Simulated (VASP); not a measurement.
# Ag (Fm-3m) in VASP: settings compared

Aim: see how the results for Ag move with the level of theory and the settings. Levels: PBEsol, r2SCAN. Tasks: single point, relaxation of cell and atoms.

All numbers are computed with VASP 6.6.1; they aren't measurements. Logs are shortened: lines on timing, memory, paths and dates and some standing lists are left out, and cuts for length are marked.

**1. The cell of the first run**

The structure is cubic, space group Fm-3m (No. 225). Conventional cell: a = 4.054 Å, b = 4.054 Å, c = 4.054 Å, α = 90.00°, β = 90.00°, γ = 90.00°. Ag (site symmetry m-3m) has 12 Ag at 2.87 Å within 3.8 Å.

**2. Single point, PBEsol**

INCAR reads:

```
SYSTEM = Ag
ALGO     = Normal         ! electronic algorithm
EDIFF    = 1E-6           ! SCF threshold, eV
ENCUT    = 520            ! plane-wave cutoff, eV
GGA      = PS             ! functional
ISIF     = 2              ! what is computed and relaxed
ISMEAR   = 1              ! smearing method
LASPH    = .True.         ! aspherical terms in the spheres
LCHARG   = .True.         ! write CHGCAR
LELF     = .True.         ! ELF
LREAL    = .False.        ! projectors in reciprocal space
LVHAR    = .True.       
LWAVE    = .False.        ! write WAVECAR
NBANDS   = 12             ! bands
NELM     = 80             ! most SCF steps
PREC     = Accurate       ! precision mode
SIGMA    = 0.1            ! smearing width, eV
```

KPOINTS reads:

```
k-points
0
Gamma
  23 23 23
  0 0 0
```

POSCAR reads:

```
Ag
1.0
    0.0000000000      2.0267871615      2.0267871615
    2.0267871615      0.0000000000      2.0267871615
    2.0267871615      2.0267871615      0.0000000000
Ag
1
Direct
    0.0000000000      0.0000000000      0.0000000000
```

Potentials or basis: VASP PAW PBE potentials, release 64 (Ag).

Launch:

```
> cat potpaw_PBE.64/Ag/POTCAR > POTCAR
> mpirun -np 1 vasp_std > vasp.out
```

OUTCAR:

```text
SYSTEM = Ag
   EDIFF = 1E-6
   ENCUT = 520
   GGA = PS
   ISIF = 2
   ISMEAR = 1
   LASPH = .True.
   LREAL = .False.
   NELM = 80
   PREC = Accurate

 ion  position               nearest neighbor table
   1  0.000  0.000  0.000-

  LATTYP: Found a face centered cubic cell.
 ALAT       =     4.0535743230

  Lattice vectors:

 A1 = (   0.0000000000,   2.0267871615,   2.0267871615)
 A2 = (   2.0267871615,   0.0000000000,   2.0267871615)
 A3 = (   2.0267871615,   2.0267871615,   0.0000000000)

Analysis of symmetry for initial positions (statically):
=====================================================================
 Subroutine PRICEL returns:
 Original cell was already a primitive cell.

 Routine SETGRP: Setting up the symmetry group for a
 face centered cubic supercell.

 Subroutine GETGRP returns: Found 48 space group operations
 (whereof 48 operations were pure point group operations)
 out of a pool of 48 trial point group operations.

The static configuration has the point symmetry O_h .

Analysis of symmetry for dynamics (positions and initial velocities):
=====================================================================
 Subroutine PRICEL returns:
 Original cell was already a primitive cell.

 Routine SETGRP: Setting up the symmetry group for a
 face centered cubic supercell.

 Subroutine GETGRP returns: Found 48 space group operations
 (whereof 48 operations were pure point group operations)
 out of a pool of 48 trial point group operations.

The dynamic configuration has the point symmetry O_h .

 Subroutine INISYM returns: Found 48 space group operations
 (whereof 48 operations are pure point group operations),
 and found     1 'primitive' translations

----------------------------------------------------------------------------------------

                                     Primitive cell

  volume of cell :      16.6515

  direct lattice vectors                    reciprocal lattice vectors
     0.000000000  2.026787162  2.026787162    -0.246695859  0.246695859  0.246695859
     2.026787162  0.000000000  2.026787162     0.246695859 -0.246695859  0.246695859
     2.026787162  2.026787162  0.000000000     0.246695859  0.246695859 -0.246695859

  length of vectors
     2.866309892  2.866309892  2.866309892     0.427289762  0.427289762  0.427289762

[... 84 lines left out ...]
   ISIF   =      2    stress and relaxation
   ISYM   =      2    0-nonsym 1-usesym 2-fastsym
   POTIM  = 0.5000    time-step for ionic-motion
   TEBEG  =    0.0;   TEEND  =   0.0 temperature during run
   PSTRESS=    0.0 pullay stress
   NELECT =      11.0000    total number of electrons
   NUPDOWN=      -1.0000    fix difference up-down
   EMIN   =  10.00;   EMAX   =-10.00  energy-range for DOS
   EFERMI =   0.00;   METHOD = LEGACY
   ISMEAR =     1;   SIGMA  =   0.10  broadening in eV -4-tet -1-fermi 0-gaus
   EFERMI_NEDOS =   21; number of points for ismear=-14 and -15
   IALGO  =     38    algorithm
   IMIX   =      4    mixing-type and parameters
     AMIX     =   0.40;   BMIX     =  1.00
     AMIX_MAG =   1.60;   BMIX_MAG =  1.00
  volume/ion in A,a.u.               =      16.65       112.37
  Fermi-wavevector in a.u.,A,eV,Ry     =   1.425786  2.694344 27.658805  2.032865
  Thomas-Fermi vector in A             =   2.546133
   LORBIT       =      0    0 simple, 1 ext, 2 COOP (PROOUT), +10 PAW based schemes
   GGA     = PS    functional components
   LHFCALC =     F    Hartree Fock is set to
   AEXX    =    0.0000 exact exchange contribution
   IVDW    =     0    specifies the selected vdW correction
   LEPSILON=     F    determine dielectric tensor
   LRPA    =     F    only Hartree local field effects (RPA)
 non-spin polarized calculation
 Methfessel and Paxton  Order N= 1 SIGMA  =   0.10
  energy-cutoff  :      520.00
  volume of cell :       16.65
 maximum number of plane-waves:       463
 NGX is ok and might be reduce to    24
   NGX = 11   NGY = 11   NGZ = 11

 number of electron      11.0000001 magnetization

 Free energy of the ion-electron system (eV)
  ---------------------------------------------------
  ext. energy  EPLUGINS =         0.00000000
  ---------------------------------------------------
  free energy    TOTEN  =        -3.30683582 eV

  energy without entropy =       -3.30680685  energy(sigma->0) =       -3.30682616

 E-fermi :   8.5669     XC(G=0): -12.5542

 val. band max:        8.5604866121   @ k =  -0.2174   0.3043   0.0870
 cond. band min:       8.5841863535   @ k =  -0.2609   0.2609   0.0870
 fundamental gap:      0.0236997414
 Fermi energy:         8.5669245899

 k-point     1 :       0.0000    0.0000    0.0000
  band No.  band energies     occupation
      1       0.5571      2.00000
      2       3.7054      2.00000
      3       3.7054      2.00000
      4       3.7054      2.00000
      5       4.7969      2.00000
      6       4.7969      2.00000
      7      24.5992      0.00000
      8      28.3123      0.00000
      9      28.3123      0.00000
     10      28.3123      0.00000
     11      33.1922      0.00000
     12      34.4755      0.00000
[... 331 lines left out ...]
 k-point    24 :      -0.4783    0.0435    0.0000
  band No.  band energies     occupation
      1       2.0564      2.00000
      2       3.6612      2.00000
      3       3.7106      2.00000
      4       5.4986      2.00000
      5       5.6192      2.00000
      6       8.2157      2.00001
      7      12.3040      0.00000
      8      23.8071      0.00000
      9      26.1947      0.00000
     10      26.4756      0.00000
     11      31.8902      0.00000
     12      32.0022      0.00000

 [... further k-points ...]

------------------------ aborting loop because EDIFF is reached ----------------------------------------

  FORCE on cell =-STRESS in cart. coord.  units (eV):
  Direction    XX          YY          ZZ          XY          YZ          ZX
  --------------------------------------------------------------------------------------
  -------------------------------------------------------------------------------------
  Total       -0.0220788     -0.0220788     -0.0220788      0.0000000      0.0000000     -0.0000000
  in kB       -2.1243734     -2.1243734     -2.1243734      0.0000000      0.0000000     -0.0000000
  external PRESSURE =      -2.1243734 kB  Pullay stress =       0.0000000 kB

 VOLUME and BASIS-vectors are now :
 -----------------------------------------------------------------------------
  energy-cutoff  :      520.00
  volume of cell :       16.65
      direct lattice vectors                 reciprocal lattice vectors
     0.000000000  2.026787162  2.026787162    -0.246695859  0.246695859  0.246695859
     2.026787162  0.000000000  2.026787162     0.246695859 -0.246695859  0.246695859
     2.026787162  2.026787162  0.000000000     0.246695859  0.246695859 -0.246695859

 POSITION                                       TOTAL-FORCE (eV/Angst)
 -----------------------------------------------------------------------------------
      0.00000      0.00000      0.00000        -0.000000     -0.000000      0.000000
 -----------------------------------------------------------------------------------
    total drift:                               -0.000000     -0.000000     -0.000000

  FREE ENERGIE OF THE ION-ELECTRON SYSTEM (eV)
  ---------------------------------------------------
  free  energy   TOTEN  =        -3.3068358190 eV

  energy  without entropy=       -3.3068068493  energy(sigma->0) =       -3.30682616
```

Wall time 32 s (1 thread of AMD EPYC 9R45 (Zen 5), shared host); peak memory 0.16 GiB.

Results:

```yaml
Free_energy: -3.3068 eV
Pressure: -0.2 GPa
```

Caveat: the PAW data sets were made with another functional, which shifts forces and pressure a little.

**3. Single point, r2SCAN**

This run uses another cell than the first one, of 17.30 Å³/atom, 1.039 times its volume.

POSCAR reads:

```
Ag
1.0
    0.0000000000      2.0528150475      2.0528150475
    2.0528150475      0.0000000000      2.0528150475
    2.0528150475      2.0528150475      0.0000000000
Ag
1
Direct
    0.0000000000      0.0000000000      0.0000000000
```

INCAR.step1 reads:

```
  ALGO = Normal
  EDIFF = 1E-4
  ENCUT = 520
  GGA = PE
  ISMEAR = 1
  LASPH = True
  LCHARG = False
  LREAL = False
  LWAVE = True
  NBANDS = 12
  NELM = 60
  PREC = Accurate
  SIGMA = 0.1
```

INCAR.step2 reads:

```
  ALGO = Normal
  EDIFF = 1E-6
  ENCUT = 520
  ISIF = 2
  ISMEAR = 1
  ISTART = 1
  LASPH = True
  LCHARG = True
  LELF = True
  LMIXTAU = True
  LREAL = False
  LVHAR = True
  LWAVE = False
  METAGGA = R2SCAN
  NBANDS = 12
  NELM = 60
  PREC = Accurate
  SIGMA = 0.1
```

KPOINTS reads:

```
k-points
0
Gamma
  23 23 23
```

Potentials or basis: VASP PAW PBE potentials, release 64 (Ag).

Launch:

```
> cat potpaw_PBE.64/Ag/POTCAR > POTCAR
> cp INCAR.step1 INCAR
> mpirun -np 1 vasp_std > vasp.out
> cp INCAR.step2 INCAR
> mpirun -np 1 vasp_std > vasp.out
```

Run time: 2.3 min. Hardware: 1 thread of AMD EPYC 9R45 (Zen 5), shared host; peak memory 0.17 GiB.

It converged, with:

- Free energy: -21.3553 eV
- Pressure: 0.1 GPa

Levels at points of the mesh, in eV from the Fermi level:
| k point | band 2 | band 3 | band 4 | band 5 | band 6 | band 7 | band 8 | band 9 | band 10 | band 11 |
| --- | --- | --- | --- | --- | --- | --- | --- | --- | --- | --- |
| (0.00, 0.00, 0.00) | -5.11 | -5.11 | -5.11 | -4.09 | -4.09 | 16.59 | 20.23 | 20.23 | 20.23 | 25.15 |

Caveat: the PAW data sets were made with another functional, which shifts forces and pressure a little.

**4. Single point, PBEsol**

INCAR reads:

```
SYSTEM = Ag
ALGO     = Normal         ! electronic algorithm
EDIFF    = 1E-6           ! SCF threshold, eV
ENCUT    = 520            ! plane-wave cutoff, eV
GGA      = PS             ! functional
ISIF     = 2              ! what is computed and relaxed
ISMEAR   = 1              ! smearing method
LASPH    = .TRUE.         ! aspherical terms in the spheres
LCHARG   = .FALSE.        ! write CHGCAR
LREAL    = .FALSE.        ! projectors in reciprocal space
LWAVE    = .FALSE.        ! write WAVECAR
NBANDS   = 12             ! bands
NELM     = 80             ! most SCF steps
PREC     = Accurate       ! precision mode
SIGMA    = 0.1            ! smearing width, eV
```

KPOINTS reads:

```
k-points
0
G
  34 34 34
  0 0 0
```

POSCAR reads:

```
Ag
1.0
    0.0000000000      2.0267871610      2.0267871610
    2.0267871610      0.0000000000      2.0267871610
    2.0267871610      2.0267871610      0.0000000000
Ag
1
Direct
    0.0000000000      0.0000000000      0.0000000000
```

Launch:

```
> cat potpaw_PBE.64/Ag/POTCAR > POTCAR
> mpirun -np 1 vasp_std > vasp.out
```

Run time: 82 s. Hardware: 1 thread of AMD EPYC 9R45 (Zen 5), shared host; peak memory 0.28 GiB.

It converged, with:

```
Free energy : -3.3089 eV
Pressure    : -0.3 GPa
```

Levels at points of the mesh, in eV from the Fermi level:
```csv
k point,band 3,band 4,band 5,band 6,band 7,band 8,band 9,band 10
"(0.00, 0.00, 0.00)",-4.91,-4.91,-3.82,-3.82,15.99,19.70,19.70,19.70
"(0.50, 0.00, 0.00)",-4.93,-2.98,-2.98,-0.57,3.67,15.23,18.01,18.01
"(0.50, 0.50, 0.00)",-3.01,-2.77,-2.77,1.47,6.86,10.67,10.67,17.40
```

Caveat: the PAW data sets were made with another functional, which shifts forces and pressure a little.

**5. Relaxation of cell and atoms, PBEsol**

This run uses another cell than the first one, of 17.10 Å³/atom, 1.027 times its volume.

INCAR reads:

```
PREC = Accurate ; ENCUT = 600
EDIFF = 1E-7 ; ISMEAR = 1
SIGMA = 0.1 ; LREAL = F
LASPH = T ; NELM = 80
ALGO = Normal ; ISIF = 3
LWAVE = F ; LCHARG = F
GGA = PS ; IBRION = 2
NSW = 60 ; EDIFFG = -0.005
```

KPOINTS reads:

```
regular mesh
0
Gamma
  23 23 23
```

POSCAR reads:

```
Ag
1.0
    0.0000000000      2.0450000000      2.0450000000
    2.0450000000      0.0000000000      2.0450000000
    2.0450000000      2.0450000000      0.0000000000
Ag
1
Direct
    0.0000000000      0.0000000000      0.0000000000
```

Potentials or basis: VASP PAW PBE potentials, release 64 (Ag).

Launch:

```
> cat potpaw_PBE.64/Ag/POTCAR > POTCAR
> mpirun -np 1 vasp_std > vasp.out
```

OUTCAR:

```text
PREC = Accurate
   ENCUT = 600
   EDIFF = 1E-7
   ISMEAR = 1
   LREAL = F
   LASPH = T
   NELM = 80
   ISIF = 3
   GGA = PS
   IBRION = 2
   NSW = 60
   EDIFFG = -0.005

 ion  position               nearest neighbor table
   1  0.000  0.000  0.000-

  LATTYP: Found a face centered cubic cell.
 ALAT       =     4.0900000000

  Lattice vectors:

 A1 = (   0.0000000000,   2.0450000000,   2.0450000000)
 A2 = (   2.0450000000,   0.0000000000,   2.0450000000)
 A3 = (   2.0450000000,   2.0450000000,   0.0000000000)

Analysis of symmetry for initial positions (statically):
=====================================================================
 Subroutine PRICEL returns:
 Original cell was already a primitive cell.

 Routine SETGRP: Setting up the symmetry group for a
 face centered cubic supercell.

 Subroutine GETGRP returns: Found 48 space group operations
 (whereof 48 operations were pure point group operations)
 out of a pool of 48 trial point group operations.

The static configuration has the point symmetry O_h .

Analysis of symmetry for dynamics (positions and initial velocities):
=====================================================================
 Subroutine PRICEL returns:
 Original cell was already a primitive cell.

 Routine SETGRP: Setting up the symmetry group for a
 face centered cubic supercell.

 Subroutine GETGRP returns: Found 48 space group operations
 (whereof 48 operations were pure point group operations)
 out of a pool of 48 trial point group operations.

The dynamic configuration has the point symmetry O_h .

 Subroutine INISYM returns: Found 48 space group operations
 (whereof 48 operations are pure point group operations),
 and found     1 'primitive' translations

----------------------------------------------------------------------------------------

                                     Primitive cell

  volume of cell :      17.1045

[... 123 lines left out ...]
   NGX = 11   NGY = 11   NGZ = 11

--------------------------------------- Ionic step        1  -------------------------------------------

 number of electron      10.9999999 magnetization

 Free energy of the ion-electron system (eV)
  ---------------------------------------------------
  ext. energy  EPLUGINS =         0.00000000
  ---------------------------------------------------
  free energy    TOTEN  =        -3.30235764 eV

  energy without entropy =       -3.30232005  energy(sigma->0) =       -3.30234511

------------------------ aborting loop because EDIFF is reached ----------------------------------------

  FORCE on cell =-STRESS in cart. coord.  units (eV):
  Direction    XX          YY          ZZ          XY          YZ          ZX
  --------------------------------------------------------------------------------------
  -------------------------------------------------------------------------------------
  Total       -0.3340613     -0.3340613     -0.3340613      0.0000000      0.0000000      0.0000000
  in kB      -31.2915288    -31.2915288    -31.2915288      0.0000000      0.0000000      0.0000000
  external PRESSURE =     -31.2915288 kB  Pullay stress =       0.0000000 kB
[... 57 lines left out ...]
--------------------------------------- Ionic step        3  -------------------------------------------

 number of electron      11.0000001 magnetization

 Free energy of the ion-electron system (eV)
  ---------------------------------------------------
  ext. energy  EPLUGINS =         0.00000000
  ---------------------------------------------------
  free energy    TOTEN  =        -3.30723342 eV

  energy without entropy =       -3.30720227  energy(sigma->0) =       -3.30722304

 E-fermi :   8.5921     XC(G=0): -12.5646

 val. band max:        8.5869039808   @ k =  -0.2174   0.3043   0.0870
 cond. band min:       8.6104464155   @ k =  -0.2609   0.2609   0.0870
 fundamental gap:      0.0235424346
 Fermi energy:         8.5921422290

 k-point     1 :       0.0000    0.0000    0.0000
  band No.  band energies     occupation
      1       0.5687      2.00000
      2       3.7232      2.00000
      3       3.7232      2.00000
      4       3.7232      2.00000
      5       4.8181      2.00000
      6       4.8181      2.00000
      7      24.6270      0.00000
      8      28.3505      0.00000
      9      28.3505      0.00000
[... 265 lines left out ...]
 k-point    24 :      -0.4783    0.0435    0.0000
  band No.  band energies     occupation
      1       2.0695      2.00000
      2       3.6787      2.00000
      3       3.7283      2.00000
      4       5.5214      2.00000
      5       5.6426      2.00000
      6       8.2362      2.00001
      7      12.3384      0.00000
      8      23.8358      0.00000
      9      26.2374      0.00000

 [... further k-points ...]

------------------------ aborting loop because EDIFF is reached ----------------------------------------

  FORCE on cell =-STRESS in cart. coord.  units (eV):
  Direction    XX          YY          ZZ          XY          YZ          ZX
  --------------------------------------------------------------------------------------
  -------------------------------------------------------------------------------------
  Total       -0.0002825     -0.0002825     -0.0002825     -0.0000000      0.0000000     -0.0000000
  in kB       -0.0272271     -0.0272271     -0.0272271     -0.0000000      0.0000000     -0.0000000
  external PRESSURE =      -0.0272271 kB  Pullay stress =       0.0000000 kB
[... 16 lines left out ...]
  FREE ENERGIE OF THE ION-ELECTRON SYSTEM (eV)
  ---------------------------------------------------
  free  energy   TOTEN  =        -3.3072334177 eV

  energy  without entropy=       -3.3072022737  energy(sigma->0) =       -3.30722304

 reached required accuracy - stopping structural energy minimisation
```

CONTCAR:

```text
Ag
   1.00000000000000
     0.0000000000000000    2.0256189687215862    2.0256189687215862
     2.0256189687215862    0.0000000000000000    2.0256189687215862
     2.0256189687215862    2.0256189687215862    0.0000000000000000
  Ag
     1
Direct
     0.0000000000000000    0.0000000000000000    0.0000000000000000

  0.00000000E+00  0.00000000E+00  0.00000000E+00
```

It took 55 s on 1 thread of AMD EPYC 9R45 (Zen 5), shared host; peak memory 0.18 GiB.

What came out:

* Free energy: -3.3072 eV
* Relaxed volume: 16.62 Å³/atom
* Relaxed cell: a = 2.865 Å, b = 2.865 Å, c = 2.865 Å, α = 60.00°, β = 60.00°, γ = 60.00°
* Space group after relaxing (to 0.05 Å): Fm-3m (No. 225)
* Energy gained by relaxing: 4.9 meV/atom
* Ionic steps: 3
* Pressure after relaxing: 0.0 GPa

Step by step:
| step | energy change (eV) | largest force (eV/Å) | pressure (GPa) | volume (Å³) |
| --- | --- | --- | --- | --- |
| 1 | 0.0000 | 0.0000 | -3.13 | 17.10 |
| 2 | -0.0023 | 0.0000 | 2.55 | 16.29 |
| 3 | -0.0049 | 0.0000 | 0.00 | 16.62 |

Final structure:
```yaml
crystal:
  lattice:
    - [0.00000, 2.02562, 2.02562]
    - [2.02562, 0.00000, 2.02562]
    - [2.02562, 2.02562, 0.00000]
  atoms:
    - { symbol: Ag, position: [0.00000, 0.00000, 0.00000] }
```

Caveat: the PAW data sets were made with another functional, which shifts forces and pressure a little.

(Continued in part 2 of 2.)
